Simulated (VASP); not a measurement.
# PtSe2 (Fm-3m) in VASP: a series of runs

The runs below take PtSe2 through single point, relaxation of cell and atoms, with PBEsol.

All numbers are computed with VASP 6.6.1; they aren't measurements. Logs are shortened: lines on timing, memory, paths and dates and some standing lists are left out, and cuts for length are marked.

## Step 1: The cell of the first run

Symmetry: Fm-3m, No. 225, cubic system. Conventional cell: a = 6.200 Å, b = 6.200 Å, c = 6.200 Å, α = 90.00°, β = 90.00°, γ = 90.00°. Pt (site symmetry m-3m) has 8 Se at 2.68 Å within 3.5 Å. Se (site symmetry -43m) has 4 Pt at 2.68 Å and 6 Se at 3.10 Å within 3.5 Å.

## Step 2: Single point, PBEsol

Input file INCAR:

```
SYSTEM = PtSe2
PREC     = Accurate       ! precision mode
ENCUT    = 520            ! plane-wave cutoff, eV
EDIFF    = 1E-7           ! SCF threshold, eV
ISMEAR   = -1             ! smearing method
SIGMA    = 0.03           ! smearing width, eV
LREAL    = .False.        ! projectors in reciprocal space
LASPH    = .True.         ! aspherical terms in the spheres
NELM     = 60             ! most SCF steps
ALGO     = Normal         ! electronic algorithm
ISIF     = 2              ! what is computed and relaxed
LWAVE    = .False.        ! write WAVECAR
LCHARG   = .False.        ! write CHGCAR
GGA      = PS             ! functional
NBANDS   = 18             ! bands
```

Input file KPOINTS:

```
regular mesh
0
Gamma
  6 6 6
  0 0 0
```

Input file POSCAR:

```
PtSe2
1.0
    0.0000000000      3.0999999548      3.0999999548
    3.0999999548      0.0000000000      3.0999999548
    3.0999999548      3.0999999548      0.0000000000
Pt Se
1 2
Direct
    0.0000000000      0.0000000000      0.0000000000
    0.7500000000      0.7500000000      0.7500000000
    0.2500000000      0.2500000000      0.2500000000
```

Potentials or basis: VASP PAW PBE potentials, release 64 (Pt, Se).

Command:

```console
> cat potpaw_PBE.64/Pt/POTCAR potpaw_PBE.64/Se/POTCAR > POTCAR
> mpirun -np 1 vasp_std > vasp.out
```

OUTCAR:

```text
SYSTEM = PtSe2
   PREC = Accurate
   ENCUT = 520
   EDIFF = 1E-7
   ISMEAR = -1
   LREAL = .False.
   LASPH = .True.
   NELM = 60
   ISIF = 2
   GGA = PS

 ion  position               nearest neighbor table
   1  0.000  0.000  0.000-   2 2.68   2 2.68   2 2.68   2 2.68   3 2.68   3 2.68   3 2.68   3 2.68

   2  0.750  0.750  0.750-   1 2.68   1 2.68   1 2.68   1 2.68
   3  0.250  0.250  0.250-   1 2.68   1 2.68   1 2.68   1 2.68

  LATTYP: Found a face centered cubic cell.
 ALAT       =     6.1999999096

  Lattice vectors:

 A1 = (   0.0000000000,   3.0999999548,   3.0999999548)
 A2 = (   3.0999999548,   0.0000000000,   3.0999999548)
 A3 = (   3.0999999548,   3.0999999548,   0.0000000000)

Analysis of symmetry for initial positions (statically):
=====================================================================
 Subroutine PRICEL returns:
 Original cell was already a primitive cell.

 Routine SETGRP: Setting up the symmetry group for a
 face centered cubic supercell.

 Subroutine GETGRP returns: Found 48 space group operations
 (whereof 48 operations were pure point group operations)
 out of a pool of 48 trial point group operations.

The static configuration has the point symmetry O_h .

Analysis of symmetry for dynamics (positions and initial velocities):
=====================================================================
 Subroutine PRICEL returns:
 Original cell was already a primitive cell.

 Routine SETGRP: Setting up the symmetry group for a
 face centered cubic supercell.

 Subroutine GETGRP returns: Found 48 space group operations
 (whereof 48 operations were pure point group operations)
 out of a pool of 48 trial point group operations.

The dynamic configuration has the point symmetry O_h .

 Subroutine INISYM returns: Found 48 space group operations
 (whereof 48 operations are pure point group operations),
 and found     1 'primitive' translations

----------------------------------------------------------------------------------------

                                     Primitive cell

  volume of cell :      59.5820

  direct lattice vectors                    reciprocal lattice vectors
     0.000000000  3.099999955  3.099999955    -0.161290325  0.161290325  0.161290325
     3.099999955  0.000000000  3.099999955     0.161290325 -0.161290325  0.161290325
     3.099999955  3.099999955  0.000000000     0.161290325  0.161290325 -0.161290325

  length of vectors
     4.384061979  4.384061979  4.384061979     0.279363038  0.279363038  0.279363038

  position of ions in fractional coordinates (direct lattice)
     0.000000000  0.000000000  0.000000000
     0.750000000  0.750000000  0.750000000
     0.250000000  0.250000000  0.250000000

  ion indices of the primitive-cell ions
   primitive index   ion index
                 1           1
                 2           2
                 3           3

----------------------------------------------------------------------------------------

 KPOINTS: regular mesh

Automatic generation of k-mesh.
 Grid dimensions read from file:
 generate k-points for:    6    6    6

 Generating k-lattice:

  Cartesian coordinates                     Fractional coordinates (reciprocal lattice)
    -0.026881721  0.026881721  0.026881721     0.166666667  0.000000000  0.000000000
     0.026881721 -0.026881721  0.026881721     0.000000000  0.166666667  0.000000000
     0.026881721  0.026881721 -0.026881721     0.000000000  0.000000000  0.166666667

  Length of vectors
     0.046560506  0.046560506  0.046560506

  Shift w.r.t. Gamma in fractional coordinates (k-lattice)
     0.000000000  0.000000000  0.000000000

 Subroutine IBZKPT returns following result:
 ===========================================

 Found     16 irreducible k-points:

 Following reciprocal coordinates:
            Coordinates               Weight
  0.000000  0.000000  0.000000      1.000000
  0.166667  0.000000  0.000000      8.000000
  0.333333  0.000000  0.000000      8.000000
  0.500000  0.000000  0.000000      4.000000
  0.166667  0.166667  0.000000      6.000000
  0.333333  0.166667  0.000000     24.000000
[... 8 lines left out ...]
 -0.333333  0.333333  0.166667     24.000000
 -0.333333  0.500000  0.166667     12.000000
   k-points           NKPTS =     16   k-points in BZ     NKDIM =     16   number of bands    NBANDS=     18
   number of dos      NEDOS =    301   number of ions     NIONS =      3
   total plane-waves  NPLWV =  46656
   dimension x,y,z NGX =    36 NGY =   36 NGZ =   36
   dimension x,y,z NGXF=    72 NGYF=   72 NGZF=   72
   ions per type =               1   2
   NGX,Y,Z   is equivalent  to a cutoff of  13.65, 13.65, 13.65 a.u.
   NGXF,Y,Z  is equivalent  to a cutoff of  27.30, 27.30, 27.30 a.u.
 SYSTEM =  PtSe2
   PREC   = accura    normal or accurate (medium, high low for compatibility)
   ISTART =      0    job   : 0-new  1-cont  2-samecut
   ICHARG =      2    charge: 1-file 2-atom 10-const
   ISPIN  =      1    spin polarized calculation?
   LNONCOLLINEAR =      F non collinear calculations
   LSORBIT =      F    spin-orbit coupling
   LASPH  =      T    aspherical Exc in radial PAW
   ENCUT  =  520.0 eV  38.22 Ry    6.18 a.u.   8.15  8.15  8.15*2*pi/ulx,y,z
   NELM   =     60;   NELMIN=  2; NELMDL= -5     # of ELM steps
   EDIFF  = 0.1E-06   stopping-criterion for ELM
   LREAL  =      F    real-space projection
   EDIFFG = 0.1E-05   stopping-criterion for IOM
   NSW    =      0    number of steps for IOM
   IBRION =     -1    ionic relax: 0-MD 1-quasi-New 2-CG
   NFREE  =      0    steps in history (QN), initial steepest desc. (CG)
   ISIF   =      2    stress and relaxation
   ISYM   =      2    0-nonsym 1-usesym 2-fastsym
   POTIM  = 0.5000    time-step for ionic-motion
   TEBEG  =    0.0;   TEEND  =   0.0 temperature during run
   PSTRESS=    0.0 pullay stress
   NELECT =      22.0000    total number of electrons
   NUPDOWN=      -1.0000    fix difference up-down
   EMIN   =  10.00;   EMAX   =-10.00  energy-range for DOS
   EFERMI =   0.00;   METHOD = LEGACY
   ISMEAR =    -1;   SIGMA  =   0.03  broadening in eV -4-tet -1-fermi 0-gaus
   EFERMI_NEDOS =   21; number of points for ismear=-14 and -15
   IALGO  =     38    algorithm
   IMIX   =      4    mixing-type and parameters
     AMIX     =   0.40;   BMIX     =  1.00
     AMIX_MAG =   1.60;   BMIX_MAG =  1.00
  volume/ion in A,a.u.               =      19.86       134.03
  Fermi-wavevector in a.u.,A,eV,Ry     =   1.174476  2.219437 18.767784  1.379393
  Thomas-Fermi vector in A             =   2.310872
   LORBIT       =      0    0 simple, 1 ext, 2 COOP (PROOUT), +10 PAW based schemes
   GGA     = PS    functional components
   LHFCALC =     F    Hartree Fock is set to
   AEXX    =    0.0000 exact exchange contribution
   IVDW    =     0    specifies the selected vdW correction
   LEPSILON=     F    determine dielectric tensor
   LRPA    =     F    only Hartree local field effects (RPA)
 non-spin polarized calculation
  energy-cutoff  :      520.00
  volume of cell :       59.58
 maximum number of plane-waves:      1639
 NGX is ok and might be reduce to    36
   NGX = 17   NGY = 17   NGZ = 17

 number of electron      22.0000002 magnetization

 Free energy of the ion-electron system (eV)
  ---------------------------------------------------
  ext. energy  EPLUGINS =         0.00000000
  ---------------------------------------------------
  free energy    TOTEN  =       -14.51013627 eV

  energy without entropy =      -14.49807443  energy(sigma->0) =      -14.50410535

 E-fermi :   7.2391     XC(G=0): -10.9828

 val. band max:        7.2265962729   @ k =   0.1667   0.0000   0.0000
 cond. band min:       7.2631656545   @ k =   0.1667   0.1667   0.0000
 fundamental gap:      0.0365693816
 Fermi energy:         7.2391249607

 k-point     1 :       0.0000    0.0000    0.0000
  band No.  band energies     occupation
      1      -9.2559      2.00000
      2      -5.0473      2.00000
      3       0.0820      2.00000
      4       0.0820      2.00000
      5       0.0820      2.00000
      6       3.0695      2.00000
[... 10 lines left out ...]
     17      10.2416      0.00000
     18      14.2344      0.00000

 k-point     2 :       0.1667    0.0000    0.0000
  band No.  band energies     occupation
      1      -9.0119      2.00000
      2      -5.4957      2.00000
      3       0.2432      2.00000
      4       0.2432      2.00000
      5       0.8036      2.00000
      6       2.9012      2.00000
[... 10 lines left out ...]
     17      11.7084      0.00000
     18      15.4637      0.00000

 k-point     3 :       0.3333    0.0000    0.0000
  band No.  band energies     occupation
      1      -8.3452      2.00000
      2      -6.3943      2.00000
      3       0.6031      2.00000
      4       0.6031      2.00000
      5       2.1027      2.00000
      6       2.3001      2.00000
[... 10 lines left out ...]
     17      13.7911      0.00000
     18      17.0093      0.00000

 k-point     4 :       0.5000    0.0000    0.0000
  band No.  band energies     occupation
      1      -7.5873      2.00000
      2      -7.2091      2.00000
      3       0.7954      2.00000
      4       0.7954      2.00000
      5       1.3412      2.00000
      6       3.2128      2.00000
[... 207 lines left out ...]
      4       0.2413      2.00000
      5       1.1024      2.00000
      6       2.2974      2.00000
[... 10 lines left out ...]
     17      15.0330      0.00000
     18      15.7963      0.00000

 k-point    15 :      -0.3333    0.3333    0.1667
  band No.  band energies     occupation
      1      -7.2766      2.00000
      2      -7.1712      2.00000
      3      -0.4619      2.00000
      4       0.0935      2.00000
      5       1.4853      2.00000
      6       2.1343      2.00000
[... 10 lines left out ...]
     17      15.4808      0.00000
     18      16.0940      0.00000

 k-point    16 :      -0.3333    0.5000    0.1667
  band No.  band energies     occupation
      1      -7.3736      2.00000
      2      -6.9204      2.00000
      3      -1.0997      2.00000
      4       0.2637      2.00000
      5       1.6173      2.00000
      6       2.1727      2.00000
[... 10 lines left out ...]
     17      15.6062      0.00000
     18      16.6202      0.00000

------------------------ aborting loop because EDIFF is reached ----------------------------------------

  FORCE on cell =-STRESS in cart. coord.  units (eV):
  Direction    XX          YY          ZZ          XY          YZ          ZX
  --------------------------------------------------------------------------------------
  -------------------------------------------------------------------------------------
  Total        0.0135094      0.0135094      0.0135094     -0.0000000     -0.0000000     -0.0000000
  in kB        0.3632709      0.3632709      0.3632709     -0.0000000     -0.0000000     -0.0000000
  external PRESSURE =       0.3632709 kB  Pullay stress =       0.0000000 kB

 VOLUME and BASIS-vectors are now :
 -----------------------------------------------------------------------------
  energy-cutoff  :      520.00
  volume of cell :       59.58
      direct lattice vectors                 reciprocal lattice vectors
     0.000000000  3.099999955  3.099999955    -0.161290325  0.161290325  0.161290325
     3.099999955  0.000000000  3.099999955     0.161290325 -0.161290325  0.161290325
     3.099999955  3.099999955  0.000000000     0.161290325  0.161290325 -0.161290325

 POSITION                                       TOTAL-FORCE (eV/Angst)
 -----------------------------------------------------------------------------------
      0.00000      0.00000      0.00000         0.000000      0.000000      0.000000
      4.65000      4.65000      4.65000        -0.000000     -0.000000     -0.000000
      1.55000      1.55000      1.55000         0.000000      0.000000      0.000000
 -----------------------------------------------------------------------------------
    total drift:                               -0.000000      0.000000      0.000000

  FREE ENERGIE OF THE ION-ELECTRON SYSTEM (eV)
  ---------------------------------------------------
  free  energy   TOTEN  =       -14.5101362731 eV

  energy  without entropy=      -14.4980744287  energy(sigma->0) =      -14.50410535
```

It took 33 s on 1 thread of AMD EPYC 7R43 (Zen 3), shared host; peak memory 0.16 GiB.

What came out:

```
Free energy            : -14.5101 eV
Pressure               : 0.0 GPa
Band gap on the k mesh : zero (band 11 reaches 7.74 eV, above the bottom of band 12 at 7.23 eV)
```

Caveat: the PAW data sets were made with another functional, which shifts forces and pressure a little; spin-orbit coupling is left out, which moves the levels of the heavy elements.

(Continued in part 2 of 2.)
